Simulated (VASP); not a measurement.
Write the native input for VASP 6.6.1 that does the following.

| Item | Value |
| --- | --- |
| Task | single point |
| Functional | r2SCAN |
| Potentials or basis | VASP PAW PBE potentials, release 64 (Ti_sv, Al) |
| Cutoff | 520 eV |
| k mesh | 18 × 18 × 6 |
| Occupations | gaussian, width 0.1 eV |
| Spin | no spin polarisation |
| Dipole correction | no |
| Further INCAR settings | ALGO = Normal; EDIFF = 1e-06; NBANDS = 28 |

The system is Ti3Al.

```
Ti Al
1.0
     2.89539    0.00000    0.00000
    -1.44769    2.50748    0.00000
     0.00000    0.00000    9.13832
Ti Al
3 1
Cartesian
  1.4477 0.8358 0.0000
  0.0000 1.6717 6.8645
  0.0000 1.6717 2.2738
  1.4477 0.8358 4.5692
```

The input as run:

POSCAR

```
Ti3Al
1.0
    2.8953889943      0.0000000000      0.0000000000
   -1.4476944972      2.5074804229      0.0000000000
    0.0000000000      0.0000000000      9.1383221274
Ti Al
3 1
Direct
    0.6666666667      0.3333333333      0.0000000000
    0.3333333333      0.6666666667      0.7511775950
    0.3333333333      0.6666666667      0.2488224050
    0.6666666667      0.3333333333      0.5000000000
```

INCAR.step1

```
  PREC = Accurate
  ENCUT = 520
  ISMEAR = 0
  SIGMA = 0.1
  LREAL = F
  LASPH = T
  NELM = 80
  NBANDS = 28
  GGA = PE
  ALGO = Normal
  EDIFF = 1E-4
  LWAVE = T
  LCHARG = F
```

INCAR.step2

```
  PREC = Accurate
  ENCUT = 520
  EDIFF = 1E-6
  ISMEAR = 0
  SIGMA = 0.1
  LREAL = F
  LASPH = T
  NELM = 80
  ALGO = Normal
  ISIF = 2
  LWAVE = F
  LCHARG = F
  METAGGA = R2SCAN
  LMIXTAU = T
  NBANDS = 28
  ISTART = 1
```

KPOINTS

```
Automatic mesh
0
Gamma
  18 18 6
```

Potentials or basis: VASP PAW PBE potentials, release 64 (Ti_sv, Al).

The run is started by

```sh
$ cat potpaw_PBE.64/Ti_sv/POTCAR potpaw_PBE.64/Al/POTCAR > POTCAR
$ cp INCAR.step1 INCAR
$ mpirun -np 1 vasp_std > vasp.out
$ cp INCAR.step2 INCAR
$ mpirun -np 1 vasp_std > vasp.out
```

It gave:

- Pressure: 3.3 GPa
- Largest force: 0.101 eV/Å
- Band gap on the k mesh: zero (an odd number of electrons rules out a gap without spin polarisation)

Caveat: the cell stands under pressure; the PAW data sets were made with another functional, which shifts forces and pressure a little.

Run time: 8.6 min on 1 thread of Intel(R) Xeon(R) 6975P-C (Granite Rapids), on a shared host, peak memory 0.36 GiB.
